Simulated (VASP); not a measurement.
# Na (Pm-3m) in VASP: a series of runs

Runs on Na. Level: LDA. Tasks: single point, relaxation of cell and atoms.

Program: VASP 6.6.1. These are calculated values, not measurements. Logs are shortened: lines on timing, memory, paths and dates and some standing lists are left out, and cuts for length are marked.

## Step 1: The cell of the first run

Symmetry: Pm-3m, No. 221, cubic system. The conventional cell has a = 2.571 Å, b = 2.571 Å, c = 2.571 Å, α = 90.00°, β = 90.00°, γ = 90.00°. Within 3.4 Å of Na (site symmetry m-3m) lie 6 Na at 2.57 Å.

This isn't the form of Na at room conditions, which is bcc.

## Step 2: Single point, LDA

INCAR reads:

```
SYSTEM = Na
PREC = Accurate ; ENCUT = 520
EDIFF = 1E-7 ; ISMEAR = -1
SIGMA = 0.1 ; LREAL = .FALSE.
LASPH = .TRUE. ; NELM = 60
ALGO = Normal ; ISIF = 2
LWAVE = .FALSE. ; LCHARG = .FALSE.
NBANDS = 10
```

KPOINTS reads:

```
regular mesh
0
G
  15 15 15
  0 0 0
```

POSCAR reads:

```
Na
1.0
    2.5708074088      0.0000000000      0.0000000000
    0.0000000000      2.5708074088      0.0000000000
    0.0000000000      0.0000000000      2.5708074088
Na
1
Direct
    0.0000000000      0.0000000000      0.0000000000
```

Potentials or basis: VASP PAW LDA potentials, release 64 (Na_pv).

Command:

```console
$ cat potpaw_LDA.64/Na_pv/POTCAR > POTCAR
$ mpirun -np 1 vasp_std > vasp.out
```

OUTCAR:

```text
SYSTEM = Na
   PREC = Accurate
   ENCUT = 520
   EDIFF = 1E-7
   ISMEAR = -1
   LREAL = .FALSE.
   LASPH = .TRUE.
   NELM = 60
   ISIF = 2

 ion  position               nearest neighbor table
   1  0.000  0.000  0.000-

  LATTYP: Found a simple cubic cell.
 ALAT       =     2.5708074088

  Lattice vectors:

 A1 = (   2.5708074088,   0.0000000000,   0.0000000000)
 A2 = (   0.0000000000,   2.5708074088,   0.0000000000)
 A3 = (   0.0000000000,   0.0000000000,   2.5708074088)

Analysis of symmetry for initial positions (statically):
=====================================================================
 Subroutine PRICEL returns:
 Original cell was already a primitive cell.

 Routine SETGRP: Setting up the symmetry group for a
 simple cubic supercell.

 Subroutine GETGRP returns: Found 48 space group operations
 (whereof 48 operations were pure point group operations)
 out of a pool of 48 trial point group operations.

The static configuration has the point symmetry O_h .

Analysis of symmetry for dynamics (positions and initial velocities):
=====================================================================
 Subroutine PRICEL returns:
 Original cell was already a primitive cell.

 Routine SETGRP: Setting up the symmetry group for a
 simple cubic supercell.

 Subroutine GETGRP returns: Found 48 space group operations
 (whereof 48 operations were pure point group operations)
 out of a pool of 48 trial point group operations.

The dynamic configuration has the point symmetry O_h .

 Subroutine INISYM returns: Found 48 space group operations
 (whereof 48 operations are pure point group operations),
 and found     1 'primitive' translations

----------------------------------------------------------------------------------------

                                     Primitive cell

  volume of cell :      16.9906

  direct lattice vectors                    reciprocal lattice vectors
     2.570807409  0.000000000  0.000000000     0.388982853  0.000000000  0.000000000
     0.000000000  2.570807409  0.000000000     0.000000000  0.388982853  0.000000000
     0.000000000  0.000000000  2.570807409     0.000000000  0.000000000  0.388982853

  length of vectors
[... 80 lines left out ...]
   EDIFF  = 0.1E-06   stopping-criterion for ELM
   LREAL  =      F    real-space projection
   EDIFFG = 0.1E-05   stopping-criterion for IOM
   NSW    =      0    number of steps for IOM
   IBRION =     -1    ionic relax: 0-MD 1-quasi-New 2-CG
   NFREE  =      0    steps in history (QN), initial steepest desc. (CG)
   ISIF   =      2    stress and relaxation
   ISYM   =      2    0-nonsym 1-usesym 2-fastsym
   POTIM  = 0.5000    time-step for ionic-motion
   TEBEG  =    0.0;   TEEND  =   0.0 temperature during run
   PSTRESS=    0.0 pullay stress
   NELECT =       7.0000    total number of electrons
   NUPDOWN=      -1.0000    fix difference up-down
   EMIN   =  10.00;   EMAX   =-10.00  energy-range for DOS
   EFERMI =   0.00;   METHOD = LEGACY
   ISMEAR =    -1;   SIGMA  =   0.10  broadening in eV -4-tet -1-fermi 0-gaus
   EFERMI_NEDOS =   21; number of points for ismear=-14 and -15
   IALGO  =     38    algorithm
   IMIX   =      4    mixing-type and parameters
     AMIX     =   0.40;   BMIX     =  1.00
     AMIX_MAG =   1.60;   BMIX_MAG =  1.00
  volume/ion in A,a.u.               =      16.99       114.66
  Fermi-wavevector in a.u.,A,eV,Ry     =   1.218161  2.301990 20.189901  1.483916
  Thomas-Fermi vector in A             =   2.353457
   LORBIT       =      0    0 simple, 1 ext, 2 COOP (PROOUT), +10 PAW based schemes
   GGA     = CA    functional components
   LHFCALC =     F    Hartree Fock is set to
   AEXX    =    0.0000 exact exchange contribution
   IVDW    =     0    specifies the selected vdW correction
   LEPSILON=     F    determine dielectric tensor
   LRPA    =     F    only Hartree local field effects (RPA)
 non-spin polarized calculation
  energy-cutoff  :      520.00
  volume of cell :       16.99
 maximum number of plane-waves:       466
 NGX is ok and might be reduce to    20
   NGX =  9   NGY =  9   NGZ =  9

 number of electron       7.0000006 magnetization

 Free energy of the ion-electron system (eV)
  ---------------------------------------------------
  ext. energy  EPLUGINS =         0.00000000
  ---------------------------------------------------
  free energy    TOTEN  =        -0.63515794 eV

  energy without entropy =       -0.62370718  energy(sigma->0) =       -0.62943256

 E-fermi :   3.6241     XC(G=0):  -9.3883

 val. band max:        3.5519374563   @ k =   0.4000   0.2667   0.0667
 cond. band min:       3.6458104522   @ k =   0.4000   0.2000   0.2000
 fundamental gap:      0.0938729959
 Fermi energy:         3.6240937473

 k-point     1 :       0.0000    0.0000    0.0000
  band No.  band energies     occupation
      1     -21.6148      2.00000
      2     -21.6148      2.00000
      3     -21.6148      2.00000
      4      -1.6625      2.00000
      5      15.7657      0.00000
      6      15.7657      0.00000
      7      20.3705      0.00000
      8      20.3705      0.00000
      9      20.3705      0.00000
     10      26.6420      0.00000
[... 287 lines left out ...]
 k-point    24 :       0.3333    0.2000    0.0000
  band No.  band energies     occupation
      1     -22.0241      2.00000
      2     -21.7656      2.00000
      3     -21.5596      2.00000
      4       1.8295      2.00000
      5       8.9009      0.00000
      6      13.9975      0.00000
      7      19.6740      0.00000
      8      22.1830      0.00000
      9      24.1982      0.00000
     10      28.0803      0.00000

 [... further k-points ...]

------------------------ aborting loop because EDIFF is reached ----------------------------------------

  FORCE on cell =-STRESS in cart. coord.  units (eV):
  Direction    XX          YY          ZZ          XY          YZ          ZX
  --------------------------------------------------------------------------------------
  -------------------------------------------------------------------------------------
  Total        2.3419074      2.3419074      2.3419074     -0.0000000     -0.0000000      0.0000000
  in kB      220.8369119    220.8369119    220.8369119     -0.0000000     -0.0000000      0.0000000
  external PRESSURE =     220.8369119 kB  Pullay stress =       0.0000000 kB

 VOLUME and BASIS-vectors are now :
 -----------------------------------------------------------------------------
  energy-cutoff  :      520.00
  volume of cell :       16.99
      direct lattice vectors                 reciprocal lattice vectors
     2.570807409  0.000000000  0.000000000     0.388982853  0.000000000  0.000000000
     0.000000000  2.570807409  0.000000000     0.000000000  0.388982853  0.000000000
     0.000000000  0.000000000  2.570807409     0.000000000  0.000000000  0.388982853

 POSITION                                       TOTAL-FORCE (eV/Angst)
 -----------------------------------------------------------------------------------
      0.00000      0.00000      0.00000         0.000000      0.000000      0.000000
 -----------------------------------------------------------------------------------
    total drift:                                0.000000      0.000000      0.000000

  FREE ENERGIE OF THE ION-ELECTRON SYSTEM (eV)
  ---------------------------------------------------
  free  energy   TOTEN  =        -0.6351579405 eV

  energy  without entropy=       -0.6237071752  energy(sigma->0) =       -0.62943256
```

OSZICAR:

```text
N       E                     dE             d eps       ncg     rms          rms(c)
DAV:   1     0.333244681522E+02    0.33324E+02   -0.40348E+03  2410   0.734E+02
DAV:   2    -0.110328821848E+00   -0.33435E+02   -0.33152E+02  2686   0.178E+02
DAV:   3    -0.655615370182E+00   -0.54529E+00   -0.54456E+00  2826   0.230E+01
DAV:   4    -0.657942868018E+00   -0.23275E-02   -0.23273E-02  2690   0.145E+00
DAV:   5    -0.657955627169E+00   -0.12759E-04   -0.12758E-04  2754   0.108E-01    0.571E-01
DAV:   6    -0.644292100813E+00    0.13664E-01   -0.28738E-03  2860   0.728E-01    0.353E-01
DAV:   7    -0.635217956153E+00    0.90741E-02   -0.42857E-03  2806   0.738E-01    0.337E-02
DAV:   8    -0.635157348895E+00    0.60607E-04   -0.24437E-04  2770   0.265E-01    0.394E-03
DAV:   9    -0.635158041701E+00   -0.69281E-06   -0.16544E-06  2748   0.133E-02    0.218E-03
DAV:  10    -0.635157938936E+00    0.10276E-06   -0.42689E-07  2640   0.988E-03    0.140E-04
DAV:  11    -0.635157940513E+00   -0.15768E-08   -0.35261E-09  1512   0.656E-04
   1 F= -.63515794E+00 E0= -.62943256E+00  d E =-.114508E-01
```

It took 11 s on 1 thread of Intel Xeon 8259CL, shared host; peak memory 0.12 GiB.

Results:

```
Free energy            : -0.6352 eV
Pressure               : 22.1 GPa
Band gap on the k mesh : zero (an odd number of electrons rules out a gap without spin polarisation)
```

Caveat: the cell stands under pressure.

## Step 3: Single point, LDA

INCAR reads:

```
ALGO     = Normal         # electronic algorithm
EDIFF    = 1E-6           # SCF threshold, eV
ENCUT    = 520            # plane-wave cutoff, eV
GGA      = CA             # functional
ISIF     = 2              # what is computed and relaxed
ISMEAR   = -1             # smearing method
LASPH    = True           # aspherical terms in the spheres
LCHARG   = False          # write CHGCAR
LREAL    = False          # projectors in reciprocal space
LWAVE    = False          # write WAVECAR
NBANDS   = 10             # bands
NELM     = 80             # most SCF steps
PREC     = Accurate       # precision mode
SIGMA    = 0.1            # smearing width, eV
```

KPOINTS reads:

```
k-points
0
Gamma
  15 15 15
```

POSCAR is that of step 2.

Potentials or basis: VASP PAW LDA potentials, release 64 (Na_pv).

Command:

```console
$ cat potpaw_LDA.64/Na_pv/POTCAR > POTCAR
$ mpirun -np 1 vasp_std > vasp.out
```

OUTCAR:

```text
EDIFF = 1E-6
   ENCUT = 520
   GGA = CA
   ISIF = 2
   ISMEAR = -1
   LASPH = True
   LREAL = False
   NELM = 80
   PREC = Accurate

 ion  position               nearest neighbor table
   1  0.000  0.000  0.000-

  LATTYP: Found a simple cubic cell.
 ALAT       =     2.5708074088

  Lattice vectors:

 A1 = (   2.5708074088,   0.0000000000,   0.0000000000)
 A2 = (   0.0000000000,   2.5708074088,   0.0000000000)
 A3 = (   0.0000000000,   0.0000000000,   2.5708074088)

Analysis of symmetry for initial positions (statically):
[... 489 lines left out ...]

 [... further k-points ...]

------------------------ aborting loop because EDIFF is reached ----------------------------------------

  FORCE on cell =-STRESS in cart. coord.  units (eV):
  Direction    XX          YY          ZZ          XY          YZ          ZX
  --------------------------------------------------------------------------------------
  -------------------------------------------------------------------------------------
  Total        2.3171904      2.3171904      2.3171904      0.0000000      0.0000000      0.0000000
  in kB      218.5061575    218.5061575    218.5061575      0.0000000      0.0000000      0.0000000
  external PRESSURE =     218.5061575 kB  Pullay stress =       0.0000000 kB

 VOLUME and BASIS-vectors are now :
 -----------------------------------------------------------------------------
  energy-cutoff  :      520.00
  volume of cell :       16.99
      direct lattice vectors                 reciprocal lattice vectors
     2.570807409  0.000000000  0.000000000     0.388982853  0.000000000  0.000000000
     0.000000000  2.570807409  0.000000000     0.000000000  0.388982853  0.000000000
     0.000000000  0.000000000  2.570807409     0.000000000  0.000000000  0.388982853

 POSITION                                       TOTAL-FORCE (eV/Angst)
 -----------------------------------------------------------------------------------
      0.00000      0.00000      0.00000         0.000000      0.000000      0.000000
 -----------------------------------------------------------------------------------
    total drift:                               -0.000000      0.000000      0.000000

  FREE ENERGIE OF THE ION-ELECTRON SYSTEM (eV)
  ---------------------------------------------------
  free  energy   TOTEN  =        -0.6351580400 eV

  energy  without entropy=       -0.6237073740  energy(sigma->0) =       -0.62943271
```

OSZICAR:

```text
N       E                     dE             d eps       ncg     rms          rms(c)
DAV:   1     0.333244681522E+02    0.33324E+02   -0.40348E+03  2410   0.734E+02
DAV:   2    -0.110328821848E+00   -0.33435E+02   -0.33152E+02  2686   0.178E+02
DAV:   3    -0.655615370182E+00   -0.54529E+00   -0.54456E+00  2826   0.230E+01
DAV:   4    -0.657942868018E+00   -0.23275E-02   -0.23273E-02  2690   0.145E+00
DAV:   5    -0.657955627169E+00   -0.12759E-04   -0.12758E-04  2754   0.108E-01    0.571E-01
DAV:   6    -0.644292100813E+00    0.13664E-01   -0.28738E-03  2860   0.728E-01    0.353E-01
DAV:   7    -0.635217956153E+00    0.90741E-02   -0.42857E-03  2806   0.738E-01    0.337E-02
DAV:   8    -0.635157348895E+00    0.60607E-04   -0.24437E-04  2770   0.265E-01    0.394E-03
DAV:   9    -0.635158040032E+00   -0.69114E-06   -0.16390E-06  2472   0.133E-02
   1 F= -.63515804E+00 E0= -.62943271E+00  d E =-.114507E-01
```

stdout:

```text
POSCAR found type information on POSCAR Na
 POSCAR found :  1 types and       1 ions
 scaLAPACK will be used
 LDA part: xc-table for (Slater(with rela. corr.)+CA(PZ))
 , standard interpolation
 POSCAR, INCAR and KPOINTS ok, starting setup
 FFT: planning ... GRIDC
 FFT: planning ... GRID_SOFT
 FFT: planning ... GRID
 WAVECAR not read
 entering main loop
```

It took 9.6 s on 1 thread of Intel Xeon 8259CL, shared host; peak memory 0.12 GiB.

What came out:

- Free energy: -0.6352 eV
- Pressure: 21.9 GPa
- Band gap on the k mesh: zero (an odd number of electrons rules out a gap without spin polarisation)

Levels at points of the mesh, in eV from the Fermi level:
```
           k point  band 2  band 3  band 4  band 5  band 6  band 7
(0.00, 0.00, 0.00)  -25.24  -25.24   -5.29   12.14   12.14   16.75
```

Caveat: the cell stands under pressure.

## Step 4: Relaxation of cell and atoms, LDA, target pressure 22 GPa, at which the enthalpy is minimised

INCAR reads:

```
SYSTEM = Na
PREC = Accurate ; ENCUT = 600
EDIFF = 1E-7 ; ISMEAR = -1
SIGMA = 0.1 ; LREAL = .FALSE.
LASPH = .TRUE. ; NELM = 80
ALGO = Normal ; ISIF = 3
LWAVE = .FALSE. ; LCHARG = .FALSE.
IBRION = 2 ; NSW = 32
EDIFFG = -0.005 ; PSTRESS = 220.0
```

KPOINTS reads:

```
regular mesh
0
G
  15 15 15
  0 0 0
```

POSCAR is that of step 3.

Command:

```console
$ cat potpaw_LDA.64/Na_pv/POTCAR > POTCAR
$ mpirun -np 1 vasp_std > vasp.out
```

Run time: 12 s. Hardware: 1 thread of Intel Xeon 8259CL, shared host; peak memory 0.13 GiB.

It converged, with:

```
Free energy                                                : -0.6381 eV
Relaxed volume                                             : 17.01 Å³/atom
Relaxed cell                                               : a = 2.572 Å, b = 2.572 Å, c = 2.572 Å, α = 90.00°, β = 90.00°, γ = 90.00°
Space group after relaxing (to 0.1 Å)                      : Pm-3m (No. 221)
Energy change on relaxing (the run minimises the enthalpy) : -2.9 meV/atom
Ionic steps                                                : 2
Pressure after relaxing                                    : 22.0 GPa
Band gap on the k mesh                                     : zero (an odd number of electrons rules out a gap without spin polarisation)
```

The path:
| step | energy change (eV) | largest force (eV/Å) | pressure (GPa) | volume (Å³) |
| --- | --- | --- | --- | --- |
| 1 | 0.0000 | 0.0000 | 22.08 | 16.99 |
| 2 | -0.0029 | 0.0000 | 21.96 | 17.01 |

Final structure:
```
Na
1.0
     2.57187    0.00000    0.00000
     0.00000    2.57187    0.00000
     0.00000    0.00000    2.57187
Na
1
Direct
  0.00000 0.00000 0.00000
```

Levels at points of the mesh, in eV from the Fermi level:
```
           k point  band 1  band 2  band 3  band 4  band 5  band 6  band 7
(0.00, 0.00, 0.00)  -25.24  -25.24  -25.24   -5.28   12.14   12.14   16.73
```

Caveat: the cell is relaxed towards a set pressure, so the run minimises the enthalpy, not the energy.

(Continued in part 2 of 2.)

The gap in the log of VASP goes by the Fermi energy; the results here count the filled bands.